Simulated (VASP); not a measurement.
Write the native input for VASP 6.6.1 that does the following.

| Property | Result |
| --- | --- |
| Task | relaxation of cell and atoms |
| Functional | PBEsol |
| Potentials or basis | VASP PAW PBE potentials, release 64 (Au) |
| Cutoff | 600 eV |
| k mesh | 16 × 16 × 16 |
| Occupations | fermi-dirac, width 0.05 eV |
| Spin | no spin polarisation |
| Dipole correction | no |
| Further INCAR settings | ALGO = Normal; EDIFF = 1e-06; IBRION = 2; EDIFFG = -0.005; NSW = 60; ISIF = 3 |

The structure of Au lies in POSCAR:

```
Au
1.0
    0.0000000000      2.0406274502      2.0406274502
    2.0406274502      0.0000000000      2.0406274502
    2.0406274502      2.0406274502      0.0000000000
Au
1
Direct
    0.0000000000      0.0000000000      0.0000000000
```

The input as run:

INCAR

```
PREC = Accurate ; ENCUT = 600
EDIFF = 1E-6 ; ISMEAR = -1
SIGMA = 0.05 ; LREAL = False
LASPH = True ; NELM = 80
ALGO = Normal ; ISIF = 3
LWAVE = False ; LCHARG = False
GGA = PS ; IBRION = 2
NSW = 60 ; EDIFFG = -0.005
```

KPOINTS

```
regular mesh
0
Gamma
  16 16 16
```

Potentials or basis: VASP PAW PBE potentials, release 64 (Au).

Command:

```console
$ cat potpaw_PBE.64/Au/POTCAR > POTCAR
$ mpirun -np 1 vasp_std > vasp.out
```

It gave:

- Relaxed volume: 17.00 Å³/atom
- Relaxed cell: a = 2.886 Å, b = 2.886 Å, c = 2.886 Å, α = 60.00°, β = 60.00°, γ = 60.00°
- Space group after relaxing (to 0.05 Å): Fm-3m (No. 225)
- Energy gained by relaxing: 0.0 meV/atom
- Ionic steps: 3
- Pressure after relaxing: 0.0 GPa

Caveat: the PAW data sets were made with another functional, which shifts forces and pressure a little.

It took 12 s on 1 thread of Intel(R) Xeon(R) 6975P-C (Granite Rapids), on a shared host, peak memory 0.17 GiB.
